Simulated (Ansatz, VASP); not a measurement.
One calculation of PbO, two programs

INCAR

```
SYSTEM = PbO
  PREC = Accurate
  ENCUT = 520
  EDIFF = 1E-7
  ISMEAR = 0
  SIGMA = 0.02
  LREAL = .False.
  LASPH = .True.
  NELM = 60
  ALGO = Normal
  ISIF = 2
  LWAVE = .False.
  LCHARG = .True.
  LDIPOL = .True.
  IDIPOL = 3
  DIPOL = 0.5 0.5 0.500
  GGA = PE
  IVDW = 12
  LELF = .True.
  LVHAR = .True.
  LVACPOTAV = .True.
  NBANDS = 28
```

KPOINTS

```
regular mesh
0
Gamma
  6 6 1
  0 0 0
```

Contents of POSCAR:

```
PbO
1.0
    3.7980000000      0.0000000000      0.0000000000
    0.0000000000      3.7980000000      0.0000000000
    0.0000000000      0.0000000000     30.7493267952
Pb O
2 2
Direct
    0.5000000000      0.0000000000      0.4621129917
    0.0000000000      0.5000000000      0.5378870083
    0.0000000000      0.0000000000      0.5000000000
    0.5000000000      0.5000000000      0.5000000000
```

Input for Ansatz:

```yaml
crystal:
  lattice:
    - [3.798, 0.0, 0.0]
    - [0.0, 3.798, 0.0]
    - [0.0, 0.0, 30.7493267952]
  atoms:
    - { symbol: Pb, position: [0.5, 0.0, 0.4621129917] }
    - { symbol: O, position: [0.0, 0.0, 0.5] }
    - { symbol: O, position: [0.5, 0.5, 0.5] }
    - { symbol: Pb, position: [0.0, 0.5, 0.5378870083] }
  periodic: [true, true, false]
basis:
  ecutwfc: 420
kpoints:
  mp_grid: { grid: [6, 6, 1] }
hamiltonian:
  xc: pbe
  dispersion: d3bj
scf:
  occupations: { method: gaussian, width: 0.02 }
output:
  forces: true
  stress: true
  eigenvalues: true
```

Alike in both runs: task single point; functional PBE; dispersion D3(BJ); k mesh 6 × 6 × 1; occupations gaussian, width 0.02 eV; no spin polarisation.

|  | VASP | Ansatz |
| --- | --- | --- |
| version | VASP 6.6.1 | Ansatz 0.2.0 |
| potentials or method | VASP PAW PBE potentials, release 64 (Pb_d, O), cutoff 520 eV | scalar-relativistic, plane waves, PAW |
| valence electrons in the cell | 40 | 40 |

Ansatz gave:

| Quantity | Value |
| --- | --- |
| gap on the k mesh at the Fermi level (eV) | 3.03 |
| least direct gap on the mesh (eV) | 3.03 |
| rms of the force components (eV/Å) | 0.994 |

Problem. Which values does VASP return?

Solution. gap on the k mesh at the Fermi level (eV): 3.00; least direct gap on the mesh (eV): 3.00; rms of the force components (eV/Å): 1.020.

Spin-orbit coupling is off throughout.
